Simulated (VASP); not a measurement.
Set up this calculation in VASP 6.6.1, as the native input.

```
Task                   : single point
Functional             : revPBE
Potentials or basis    : VASP PAW PBE potentials, release 64 (P)
Cutoff                 : 520 eV
k mesh                 : 11 × 11 × 11
Occupations            : fermi-dirac, width 0.1 eV
Spin                   : no spin polarisation
Dipole correction      : no
Further INCAR settings : ALGO = Normal; EDIFF = 1e-07; NBANDS = 12
```

The structure of P lies in POSCAR:

```
P
1.0
    0.0000000000      2.7617396283      2.7617396283
    2.7617396283      0.0000000000      2.7617396283
    2.7617396283      2.7617396283      0.0000000000
P
2
Direct
    0.1250000000      0.1250000000      0.1250000000
    0.8750000000      0.8750000000      0.8750000000
```

This isn't the form of P at room conditions, which is orthorhombic.

These files were run (other wordings do the same):

INCAR

```
SYSTEM = P
PREC = Accurate
ENCUT = 520
EDIFF = 1E-7
ISMEAR = -1
SIGMA = 0.1
LREAL = .FALSE.
LASPH = .TRUE.
NELM = 80
ALGO = Normal
ISIF = 2
LWAVE = .FALSE.
LCHARG = .FALSE.
GGA = RE
NBANDS = 12
```

KPOINTS

```
Automatic mesh
0
G
  11 11 11
  0 0 0
```

Potentials or basis: VASP PAW PBE potentials, release 64 (P).

Command:

```sh
$ cat potpaw_PBE.64/P/POTCAR > POTCAR
$ mpirun -np 1 vasp_std > vasp.out
```

Results of the run:

| Quantity | Value |
| --- | --- |
| Pressure | -0.2 GPa |
| Band gap on the k mesh | zero (bands 5 and 6 overlap by 1.65 eV) |

Caveat: the PAW data sets were made with another functional, which shifts forces and pressure a little.

It took 63 s on 1 thread of AMD EPYC 7571 (shared host), peak memory 0.14 GiB.
